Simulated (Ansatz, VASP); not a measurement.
**InSe in VASP and in Ansatz**

The input INCAR:

```
SYSTEM = InSe
ALGO = Normal
EDIFF = 1E-7
ENCUT = 520
GGA = PE
ISIF = 2
ISMEAR = 0
IVDW = 12
LASPH = .True.
LCHARG = .True.
LELF = .True.
LREAL = .False.
LUSENCCL = .False.
LVHAR = .True.
LWAVE = .False.
NBANDS = 27
NELM = 60
PREC = Accurate
SIGMA = 0.03
```

The input KPOINTS:

```
k-points
0
Gamma
  12 12 12
  0 0 0
```

File POSCAR:

```
InSe
1.0
    1.9550867975      1.1287698888      8.8480417836
   -1.9550867975      1.1287698888      8.8480417836
    0.0000000000     -2.2575397776      8.8480417836
In Se
2 2
Direct
    0.0000475051      0.0000475051      0.0000475051
    0.1121766890      0.1121766890      0.1121766890
    0.6151385375      0.6151385375      0.6151385375
    0.8303372684      0.8303372684      0.8303372684
```

Input for Ansatz:

```yaml
crystal:
  lattice:
    - [1.9550867975, 1.1287698888, 8.8480417836]
    - [-1.9550867975, 1.1287698888, 8.8480417836]
    - [0.0, -2.2575397776, 8.8480417836]
  atoms:
    - { symbol: In, position: [4.75051e-05, 4.75051e-05, 4.75051e-05] }
    - { symbol: In, position: [0.112176689, 0.112176689, 0.112176689] }
    - { symbol: Se, position: [0.6151385375, 0.6151385375, 0.6151385375] }
    - { symbol: Se, position: [0.8303372684, 0.8303372684, 0.8303372684] }
basis:
  ecutwfc: 420
kpoints:
  mp_grid: { grid: [12, 12, 12] }
hamiltonian:
  xc: pbe
  dispersion: d3bj
scf:
  occupations: { method: gaussian, width: 0.03 }
output:
  forces: true
  stress: true
  eigenvalues: true
```

Alike in both runs: task single point; functional PBE; dispersion D3(BJ); k mesh 12 × 12 × 12; occupations gaussian, width 0.03 eV; no spin polarisation.

|  | VASP | Ansatz |
| --- | --- | --- |
| version | VASP 6.6.1 | Ansatz 0.2.0 |
| potentials or method | VASP PAW PBE potentials, release 64 (In_d, Se), cutoff 520 eV | scalar-relativistic, plane waves, PAW |
| valence electrons in the cell | 38 | 58 |

Ansatz gave:

```
gap on the k mesh at the Fermi level (eV)                     : 0.84
least direct gap on the mesh (eV)                             : 0.84
pressure (GPa)                                                : 0.3
traceless stress, the component that is largest in VASP (GPa) : -3.96
rms of the force components (eV/Å)                            : 0.254
```

Task: What did VASP give for the same quantities?

Result: gap on the k mesh at the Fermi level (eV): 0.83; least direct gap on the mesh (eV): 0.83; pressure (GPa): 0.4; traceless stress, the component that is largest in VASP (GPa): -3.95; rms of the force components (eV/Å): 0.259.

Atom by atom the forces differ by 0.008 eV/Å (rms over components). VASP's potentials hold 38 valence electrons a cell and Ansatz's 58, so a difference there can come from the potentials and not from the codes.
